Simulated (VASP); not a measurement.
**Pd: single point with PBE0**

Pd:

```
Pd
1.0
    -1.57228    1.57228    1.57228
     1.57228   -1.57228    1.57228
     1.57228    1.57228   -1.57228
Pd
1
Cartesian
  0.0000 0.0000 0.0000
```

This isn't the form of Pd at room conditions, which is fcc.

| Item | Value |
| --- | --- |
| Program | VASP 6.6.1 |
| Task | single point |
| Functional | PBE0 |
| Potentials or basis | VASP PAW PBE potentials, release 64 (Pd_sv_GW) |
| Cutoff | 470 eV |
| k mesh | 5 × 5 × 5 |
| Occupations | fermi-dirac, width 0.05 eV |
| Spin | non-collinear spin, zero start, spin-orbit coupling |
| Starting moments | [[0.0, 0.0, 0.0]] μB |
| Dipole correction | no |
| Grid for exact exchange (PRECFOCK) | Normal |
| Further INCAR settings | ALGO = Normal; EDIFF = 1e-06; NBANDS = 29 |
| Share of exact exchange | 0.25 |

```yaml
Pressure: -5.3 GPa
Net_moment: 0.00 μB per cell
Valence_electrons_inside_the_program's_atomic_spheres: Pd 15.76
```

Moments on the atoms (μB; x, y, z):
```
Pd  0.00 0.00 0.00
```

Run time: 18 min on 1 thread of Intel(R) Xeon(R) Platinum 8488C (Sapphire Rapids), on a shared host, peak memory 0.18 GiB.

Caveat: the k points lie up to 0.57 Å⁻¹ apart; the PAW data sets were made with another functional, which shifts forces and pressure a little.
